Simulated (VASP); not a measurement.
# MgO (Cm) in VASP: further runs

The runs below take MgO through single point, with PBE.

Everything below comes from runs of VASP 6.6.1. Logs are shortened: lines on timing, memory, paths and dates and some standing lists are left out, and cuts for length are marked.

## Step 1: The cell of the first run

Symmetry: Cm, No. 8, monoclinic system. The conventional cell has a = 5.875 Å, b = 5.360 Å, c = 5.088 Å, α = 90.00°, β = 90.00°, γ = 90.00°. Within 2.7 Å of Mg (site symmetry 1) lie 6 O at 2.03 to 2.16 Å and 2 Mg at 2.68 Å. Mg (site symmetry 1) has 6 O at 2.16 to 2.30 Å and 8 Mg at 2.68 to 2.94 Å within 3.0 Å. Within 2.9 Å of O (site symmetry m) lie 6 Mg at 2.03 to 2.30 Å and 5 O at 2.69 to 2.84 Å. O (site symmetry m) has 6 Mg at 2.16 Å and 8 O at 2.68 to 3.04 Å within 3.1 Å. O (site symmetry m) has 6 Mg at 2.16 Å and 7 O at 2.68 to 2.94 Å within 3.0 Å. Within 3.1 Å of O (site symmetry m) lie 6 Mg at 2.16 Å and 8 O at 2.69 to 3.04 Å.

## Step 2: Single point, PBE (atom 5 (O) moved -0.200 Å along Cartesian [1 0 0])

Input file INCAR:

```
SYSTEM = MgO
ALGO     = Normal         ! electronic algorithm
EDIFF    = 1E-6           ! SCF threshold, eV
ENCUT    = 520            ! plane-wave cutoff, eV
GGA      = PE             ! functional
ISIF     = 2              ! what is computed and relaxed
ISMEAR   = 0              ! smearing method
LASPH    = .True.         ! aspherical terms in the spheres
LCHARG   = .False.        ! write CHGCAR
LREAL    = .False.        ! projectors in reciprocal space
LWAVE    = .False.        ! write WAVECAR
NBANDS   = 26             ! bands
NELM     = 60             ! most SCF steps
PREC     = Accurate       ! precision mode
SIGMA    = 0.05           ! smearing width, eV
```

Input file KPOINTS:

```
k-points
0
Gamma
  6 6 6
  0 0 0
```

Input file POSCAR:

```
MgO
1.0
    1.4688622380      2.5441440255      2.6797873418
   -1.4688622380     -2.5441440255      2.6797873418
    4.4065867139     -2.5441440255      0.0000000000
Mg O
4 4
Direct
    0.5000000000      0.5000000000      0.0000000000
    0.2500000000      0.7500000000      0.5000000000
    0.7500000000      0.2500000000      0.5000000000
    0.0000000000      0.0000000000      0.0000000000
    0.7329800240      0.7670199760      0.2992933814
    0.5000000000      1.0000000000      0.8333333333
    0.0000000000      0.5000000000      0.8333333333
    0.2500000000      0.2500000000      0.3333333333
```

Potentials or basis: VASP PAW PBE potentials, release 64 (Mg, O).

Command:

```bash
$ cat potpaw_PBE.64/Mg/POTCAR potpaw_PBE.64/O/POTCAR > POTCAR
$ mpirun -np 1 vasp_std > vasp.out
```

OUTCAR:

```text
SYSTEM = MgO
   EDIFF = 1E-6
   ENCUT = 520
   GGA = PE
   ISIF = 2
   ISMEAR = 0
   LASPH = .True.
   LREAL = .False.
   NELM = 60
   PREC = Accurate

 ion  position               nearest neighbor table
   1  0.500  0.500  0.000-   5 2.03   8 2.16   7 2.16   6 2.16   6 2.16   7 2.16   4 2.68   4 2.68
                             3 2.94   2 2.94   3 2.94   2 2.94   4 2.94   4 2.94
   2  0.250  0.750  0.500-   6 2.16   7 2.16   8 2.16   8 2.16   5 2.17   5 2.30   3 2.68   3 2.68
                             1 2.94   4 2.94   4 2.94   1 2.94   3 2.94   3 2.94
   3  0.750  0.250  0.500-   6 2.16   7 2.16   8 2.16   8 2.16   5 2.17   5 2.30   2 2.68   2 2.68
                             1 2.94   4 2.94   1 2.94   4 2.94   2 2.94   2 2.94
   4  0.000  0.000  0.000-   5 2.03   8 2.16   6 2.16   7 2.16   7 2.16   6 2.16   1 2.68   1 2.68
                             2 2.94   3 2.94   3 2.94   2 2.94   1 2.94   1 2.94
   5  0.733  0.767  0.299-   1 2.03   4 2.03   3 2.17   2 2.17   2 2.30   3 2.30
   6  0.500  0.000  0.833-   2 2.16   3 2.16   1 2.16   4 2.16   1 2.16   4 2.16
   7  0.000  0.500  0.833-   2 2.16   3 2.16   4 2.16   1 2.16   4 2.16   1 2.16
   8  0.250  0.250  0.333-   1 2.16   4 2.16   2 2.16   3 2.16   2 2.16   3 2.16

  LATTYP: Found a base centered orthorhombic cell.
 ALAT       =     5.3595746836
 B/A-ratio  =     1.0962528370
 C/A-ratio  =     0.9493828058

  Lattice vectors:

 A1 = (   1.4688622380,   2.5441440255,   2.6797873418)
 A2 = (  -1.4688622380,  -2.5441440255,   2.6797873418)
 A3 = (   4.4065867139,  -2.5441440255,   0.0000000000)

Analysis of symmetry for initial positions (statically):
=====================================================================
 Subroutine PRICEL returns:
 Original cell was already a primitive cell.

 Routine SETGRP: Setting up the symmetry group for a
 base centered orthorhombic supercell.

 Subroutine GETGRP returns: Found  2 space group operations
 (whereof  1 operations were pure point group operations)
 out of a pool of  8 trial point group operations.

The static configuration has the point symmetry C_1 .
 The point group associated with its full space group is C_1h.

Analysis of symmetry for dynamics (positions and initial velocities):
=====================================================================
 Subroutine PRICEL returns:
 Original cell was already a primitive cell.

 Routine SETGRP: Setting up the symmetry group for a
 base centered orthorhombic supercell.

 Subroutine GETGRP returns: Found  2 space group operations
 (whereof  1 operations were pure point group operations)
 out of a pool of  8 trial point group operations.

The dynamic configuration has the point symmetry C_1 .
 The point group associated with its full space group is C_1h.

 Subroutine INISYM returns: Found  2 space group operations
 (whereof  1 operations are pure point group operations),
 and found     1 'primitive' translations

----------------------------------------------------------------------------------------

                                     Primitive cell

  volume of cell :      80.1149

  direct lattice vectors                    reciprocal lattice vectors
     1.468862238  2.544144026  2.679787342     0.085099880  0.147397316  0.186581969
    -1.468862238 -2.544144026  2.679787342    -0.085099880 -0.147397316  0.186581969
     4.406586714 -2.544144026  0.000000000     0.170199760 -0.098264877  0.000000000

  length of vectors
     3.976365840  3.976365840  5.088288051     0.252548588  0.252548588  0.196529754

  position of ions in fractional coordinates (direct lattice)
     0.500000000  0.500000000  0.000000000
     0.250000000  0.750000000  0.500000000
     0.750000000  0.250000000  0.500000000
     0.000000000  0.000000000  0.000000000
     0.732980024  0.767019976  0.299293381
     0.500000000  0.000000000  0.833333333
     0.000000000  0.500000000  0.833333333
     0.250000000  0.250000000  0.333333333

  ion indices of the primitive-cell ions
   primitive index   ion index
                 1           1
                 2           2
                 3           3
                 4           4
                 5           5
                 6           6
                 7           7
                 8           8

----------------------------------------------------------------------------------------

 KPOINTS: k-points

Automatic generation of k-mesh.
 Grid dimensions read from file:
 generate k-points for:    6    6    6

 Generating k-lattice:

  Cartesian coordinates                     Fractional coordinates (reciprocal lattice)
     0.014183313  0.024566219  0.031096995     0.166666667  0.000000000  0.000000000
    -0.014183313 -0.024566219  0.031096995     0.000000000  0.166666667 -0.000000000
     0.028366627 -0.016377480  0.000000000     0.000000000  0.000000000  0.166666667

  Length of vectors
     0.042091431  0.042091431  0.032754959

  Shift w.r.t. Gamma in fractional coordinates (k-lattice)
     0.000000000  0.000000000  0.000000000

 Subroutine IBZKPT returns following result:
 ===========================================

 Found     68 irreducible k-points:

 Following reciprocal coordinates:
            Coordinates               Weight
  0.000000  0.000000  0.000000      1.000000
  0.166667  0.000000  0.000000      4.000000
  0.333333  0.000000  0.000000      4.000000
  0.500000  0.000000  0.000000      2.000000
  0.166667  0.166667  0.000000      2.000000
  0.333333  0.166667 -0.000000      4.000000
[... 16 lines left out ...]
  0.500000  0.166667  0.166667      4.000000
  0.500000 -0.166667  0.166667      4.000000
 [... further k-points ...]
   k-points           NKPTS =     68   k-points in BZ     NKDIM =     68   number of bands    NBANDS=     26
   number of dos      NEDOS =    301   number of ions     NIONS =      8
   total plane-waves  NPLWV =  36000
   dimension x,y,z NGX =    30 NGY =   30 NGZ =   40
   dimension x,y,z NGXF=    60 NGYF=   60 NGZF=   80
   ions per type =               4   4
   NGX,Y,Z   is equivalent  to a cutoff of  12.54, 12.54, 13.07 a.u.
   NGXF,Y,Z  is equivalent  to a cutoff of  25.09, 25.09, 26.14 a.u.
 SYSTEM =  MgO
   PREC   = accura    normal or accurate (medium, high low for compatibility)
   ISTART =      0    job   : 0-new  1-cont  2-samecut
   ICHARG =      2    charge: 1-file 2-atom 10-const
   ISPIN  =      1    spin polarized calculation?
   LNONCOLLINEAR =      F non collinear calculations
   LSORBIT =      F    spin-orbit coupling
   LASPH  =      T    aspherical Exc in radial PAW
   ENCUT  =  520.0 eV  38.22 Ry    6.18 a.u.   7.39  7.39  9.46*2*pi/ulx,y,z
   NELM   =     60;   NELMIN=  2; NELMDL= -5     # of ELM steps
   EDIFF  = 0.1E-05   stopping-criterion for ELM
   LREAL  =      F    real-space projection
   EDIFFG = 0.1E-04   stopping-criterion for IOM
   NSW    =      0    number of steps for IOM
   IBRION =     -1    ionic relax: 0-MD 1-quasi-New 2-CG
   NFREE  =      0    steps in history (QN), initial steepest desc. (CG)
   ISIF   =      2    stress and relaxation
   ISYM   =      2    0-nonsym 1-usesym 2-fastsym
   POTIM  = 0.5000    time-step for ionic-motion
   TEBEG  =    0.0;   TEEND  =   0.0 temperature during run
   PSTRESS=    0.0 pullay stress
   NELECT =      32.0000    total number of electrons
   NUPDOWN=      -1.0000    fix difference up-down
   EMIN   =  10.00;   EMAX   =-10.00  energy-range for DOS
   EFERMI =   0.00;   METHOD = LEGACY
   ISMEAR =     0;   SIGMA  =   0.05  broadening in eV -4-tet -1-fermi 0-gaus
   EFERMI_NEDOS =   21; number of points for ismear=-14 and -15
   IALGO  =     38    algorithm
   IMIX   =      4    mixing-type and parameters
     AMIX     =   0.40;   BMIX     =  1.00
     AMIX_MAG =   1.60;   BMIX_MAG =  1.00
  volume/ion in A,a.u.               =      10.01        67.58
  Fermi-wavevector in a.u.,A,eV,Ry     =   1.205648  2.278344 19.777247  1.453587
  Thomas-Fermi vector in A             =   2.341338
   LORBIT       =      0    0 simple, 1 ext, 2 COOP (PROOUT), +10 PAW based schemes
   GGA     = PE    functional components
   LHFCALC =     F    Hartree Fock is set to
   AEXX    =    0.0000 exact exchange contribution
   IVDW    =     0    specifies the selected vdW correction
   LEPSILON=     F    determine dielectric tensor
   LRPA    =     F    only Hartree local field effects (RPA)
 non-spin polarized calculation
 Gauss-broadening in eV      SIGMA  =   0.05
  energy-cutoff  :      520.00
  volume of cell :       80.11
 maximum number of plane-waves:      2178
 NGX is ok and might be reduce to    30
   NGX = 15   NGY = 15   NGZ = 19

 number of electron      31.9999988 magnetization

 Free energy of the ion-electron system (eV)
  ---------------------------------------------------
  ext. energy  EPLUGINS =         0.00000000
  ---------------------------------------------------
  free energy    TOTEN  =       -44.76069972 eV

  energy without entropy =      -44.76069972  energy(sigma->0) =      -44.76069972

 E-fermi :   3.5953     XC(G=0): -10.7332

 val. band max:        3.2991948667   @ k =   0.5000   0.5000   0.0000
 cond. band min:       6.2644536429   @ k =   0.0000   0.0000   0.0000
 fundamental gap:      2.9652587762
 Fermi energy:         3.5952927535

 k-point     1 :       0.0000    0.0000    0.0000
  band No.  band energies     occupation
      1     -14.1359      2.00000
      2     -13.0795      2.00000
      3     -12.3739      2.00000
      4     -12.3117      2.00000
      5      -1.5709      2.00000
      6      -0.4542      2.00000
[... 18 lines left out ...]
     25      15.6496      0.00000
     26      16.3884      0.00000

 k-point     2 :       0.1667    0.0000    0.0000
  band No.  band energies     occupation
      1     -14.0295      2.00000
      2     -13.0204      2.00000
      3     -12.5371      2.00000
      4     -12.3143      2.00000
      5      -1.4160      2.00000
      6      -0.5294      2.00000
[... 18 lines left out ...]
     25      16.1255      0.00000
[... 608 lines left out ...]
     25      16.3852      0.00000
     26      17.1969      0.00000

 k-point    24 :       0.5000   -0.1667    0.1667
  band No.  band energies     occupation
      1     -13.2965      2.00000
      2     -13.1880      2.00000
      3     -12.8257      2.00000
      4     -12.5333      2.00000
      5      -0.8046      2.00000
      6      -0.6122      2.00000
[... 18 lines left out ...]
     25      16.4894      0.00000
     26      17.1945      0.00000

 [... further k-points ...]
[... 5 lines left out ...]
  --------------------------------------------------------------------------------------
  -------------------------------------------------------------------------------------
  Total        0.3226584     -0.0372063     -0.0882846     -0.0388214      0.0000000      0.0000000
  in kB        6.4526855     -0.7440709     -1.7655601     -0.7763697      0.0000000      0.0000000
  external PRESSURE =       1.3143515 kB  Pullay stress =       0.0000000 kB

 VOLUME and BASIS-vectors are now :
 -----------------------------------------------------------------------------
  energy-cutoff  :      520.00
  volume of cell :       80.11
      direct lattice vectors                 reciprocal lattice vectors
     1.468862238  2.544144026  2.679787342     0.085099880  0.147397316  0.186581969
    -1.468862238 -2.544144026  2.679787342    -0.085099880 -0.147397316  0.186581969
     4.406586714 -2.544144026  0.000000000     0.170199760 -0.098264877  0.000000000

 POSITION                                       TOTAL-FORCE (eV/Angst)
 -----------------------------------------------------------------------------------
      0.00000      0.00000      2.67979        -0.189803      0.070643     -0.105467
      1.46886     -2.54414      2.67979        -0.172934      0.065622      0.112404
      2.93772      0.00000      2.67979        -0.172934      0.065622     -0.112404
      0.00000      0.00000      0.00000        -0.189803      0.070643      0.105467
      1.26886     -0.84805      4.01968         1.642449     -0.298089      0.000000
      4.40659     -0.84805      1.33989        -0.581671      0.215694      0.000000
      2.93772     -3.39219      1.33989        -0.438479      0.187016      0.000000
      1.46886     -0.84805      1.33989         0.103176     -0.377151      0.000000
 -----------------------------------------------------------------------------------
    total drift:                                0.000643     -0.000045     -0.000000

  FREE ENERGIE OF THE ION-ELECTRON SYSTEM (eV)
  ---------------------------------------------------
  free  energy   TOTEN  =       -44.7606997165 eV

  energy  without entropy=      -44.7606997165  energy(sigma->0) =      -44.76069972
```

Run time: 2.2 min. Hardware: 1 thread of Intel Xeon 8259CL, shared host; peak memory 0.25 GiB.

Results:

```yaml
Free_energy: -44.7607 eV
Pressure: 0.1 GPa
Largest_force: 1.669 eV/Å
Band_gap_on_the_k_mesh: 2.97 eV
```

Forces in eV/Å, atoms in the order of the input:
```
Mg  -0.190  0.071 -0.105
Mg  -0.173  0.066  0.112
Mg  -0.173  0.066 -0.112
Mg  -0.190  0.071  0.105
O    1.642 -0.298  0.000
O   -0.582  0.216  0.000
O   -0.438  0.187  0.000
O    0.103 -0.377  0.000
```

Caveat: the cell differs from its parent crystal (atom 5 (O) moved -0.200 Å along Cartesian [1 0 0]); forces of over 1 eV/Å act on the atoms, so gaps and moduli don't describe the material at rest. A k mesh can miss the band edges.

## Step 3: Single point, PBE (atom 5 (O) moved +0.200 Å along Cartesian [1 0 0])

Input file INCAR:

```
ALGO = Normal ; EDIFF = 1E-7
ENCUT = 520 ; GGA = PE
ISIF = 2 ; ISMEAR = 0
LASPH = T ; LCHARG = T
LELF = T ; LREAL = F
LVHAR = T ; LWAVE = F
NBANDS = 26 ; NELM = 80
PREC = Accurate ; SIGMA = 0.05
```

Input file KPOINTS:

```
k-points
0
Gamma
  6 6 6
```

Changes to POSCAR since step 2:

```diff
@@ -12,3 +12,3 @@
     0.0000000000      0.0000000000      0.0000000000
-    0.7329800240      0.7670199760      0.2992933814
+    0.7670199760      0.7329800240      0.3673732852
     0.5000000000      1.0000000000      0.8333333333
```

Potentials or basis: VASP PAW PBE potentials, release 64 (Mg, O).

Command:

```bash
$ cat potpaw_PBE.64/Mg/POTCAR potpaw_PBE.64/O/POTCAR > POTCAR
$ mpirun -np 1 vasp_std > vasp.out
```

OUTCAR:

```text
EDIFF = 1E-7
   ENCUT = 520
   GGA = PE
   ISIF = 2
   ISMEAR = 0
   LASPH = T
   LREAL = F
   NELM = 80
   PREC = Accurate

 ion  position               nearest neighbor table
   1  0.500  0.500  0.000-   8 2.16   7 2.16   6 2.16   6 2.16   7 2.16   5 2.30   4 2.68   4 2.68
                             3 2.94   2 2.94   3 2.94   2 2.94   4 2.94   4 2.94
   2  0.250  0.750  0.500-   5 2.03   6 2.16   7 2.16   8 2.16   8 2.16   5 2.17   3 2.68   3 2.68
                             4 2.94   1 2.94   1 2.94   4 2.94   3 2.94   3 2.94
   3  0.750  0.250  0.500-   5 2.03   6 2.16   7 2.16   8 2.16   8 2.16   5 2.17   2 2.68   2 2.68
                             4 2.94   1 2.94   4 2.94   1 2.94   2 2.94   2 2.94
   4  0.000  0.000  0.000-   8 2.16   6 2.16   7 2.16   7 2.16   6 2.16   5 2.30   1 2.68   1 2.68
                             2 2.94   3 2.94   3 2.94   2 2.94   1 2.94   1 2.94
   5  0.767  0.733  0.367-   2 2.03   3 2.03   3 2.17   2 2.17   4 2.30   1 2.30
   6  0.500  0.000  0.833-   2 2.16   3 2.16   1 2.16   4 2.16   1 2.16   4 2.16
   7  0.000  0.500  0.833-   2 2.16   3 2.16   4 2.16   1 2.16   4 2.16   1 2.16
   8  0.250  0.250  0.333-   1 2.16   4 2.16   2 2.16   3 2.16   2 2.16   3 2.16

  LATTYP: Found a base centered orthorhombic cell.
 ALAT       =     5.3595746836
 B/A-ratio  =     1.0962528370
 C/A-ratio  =     0.9493828058

[... 208 lines left out ...]
      5      -1.5406      2.00000
      6      -0.4585      2.00000
[... 685 lines left out ...]
     25      16.4248      0.00000
     26      17.2069      0.00000

 [... further k-points ...]

------------------------ aborting loop because EDIFF is reached ----------------------------------------

  FORCE on cell =-STRESS in cart. coord.  units (eV):
  Direction    XX          YY          ZZ          XY          YZ          ZX
  --------------------------------------------------------------------------------------
  -------------------------------------------------------------------------------------
  Total        0.3245675     -0.0360719     -0.0859580      0.0425945      0.0000000      0.0000000
  in kB        6.4908640     -0.7213848     -1.7190320      0.8518268      0.0000000      0.0000000
  external PRESSURE =       1.3501491 kB  Pullay stress =       0.0000000 kB

 VOLUME and BASIS-vectors are now :
 -----------------------------------------------------------------------------
  energy-cutoff  :      520.00
  volume of cell :       80.11
      direct lattice vectors                 reciprocal lattice vectors
     1.468862238  2.544144026  2.679787342     0.085099880  0.147397316  0.186581969
    -1.468862238 -2.544144026  2.679787342    -0.085099880 -0.147397316  0.186581969
     4.406586714 -2.544144026  0.000000000     0.170199760 -0.098264877  0.000000000

 POSITION                                       TOTAL-FORCE (eV/Angst)
 -----------------------------------------------------------------------------------
      0.00000      0.00000      2.67979        -0.038507      0.086849     -0.081540
      1.46886     -2.54414      2.67979         0.399331      0.049655      0.080892
      2.93772      0.00000      2.67979         0.399331      0.049655     -0.080892
      0.00000      0.00000      0.00000        -0.038507      0.086849      0.081540
      1.66886     -0.84805      4.01968        -1.639904     -0.259115     -0.000000
      4.40659     -0.84805      1.33989         0.436064     -0.224165     -0.000000
      2.93772     -3.39219      1.33989         0.580237     -0.175127     -0.000000
      1.46886     -0.84805      1.33989        -0.098044      0.385399     -0.000000
 -----------------------------------------------------------------------------------
    total drift:                               -0.000034      0.000156     -0.000000

  FREE ENERGIE OF THE ION-ELECTRON SYSTEM (eV)
  ---------------------------------------------------
  free  energy   TOTEN  =       -44.7607484005 eV

  energy  without entropy=      -44.7607484005  energy(sigma->0) =      -44.76074840
```

stdout:

```text
POSCAR found type information on POSCAR MgO
 POSCAR found :  2 types and       8 ions
 scaLAPACK will be used
 LDA part: xc-table for (Slater+PW92), standard interpolation
 POSCAR, INCAR and KPOINTS ok, starting setup
 FFT: planning ... GRIDC
 FFT: planning ... GRID_SOFT
 FFT: planning ... GRID
 WAVECAR not read
 entering main loop
```

Run time: 2.1 min. Hardware: 1 thread of Intel Xeon 8259CL, shared host; peak memory 0.25 GiB.

What came out:

```yaml
Free_energy: -44.7607 eV
Pressure: 0.1 GPa
Largest_force: 1.660 eV/Å
Band_gap_on_the_k_mesh: 2.97 eV
```

Forces in eV/Å, atoms in the order of the input:
```
Mg  -0.039  0.087 -0.082
Mg   0.399  0.050  0.081
Mg   0.399  0.050 -0.081
Mg  -0.039  0.087  0.082
O   -1.640 -0.259  0.000
O    0.436 -0.224  0.000
O    0.580 -0.175  0.000
O   -0.098  0.385  0.000
```

Caveat: the cell differs from its parent crystal (atom 5 (O) moved +0.200 Å along Cartesian [1 0 0]); forces of over 1 eV/Å act on the atoms, so gaps and moduli don't describe the material at rest.
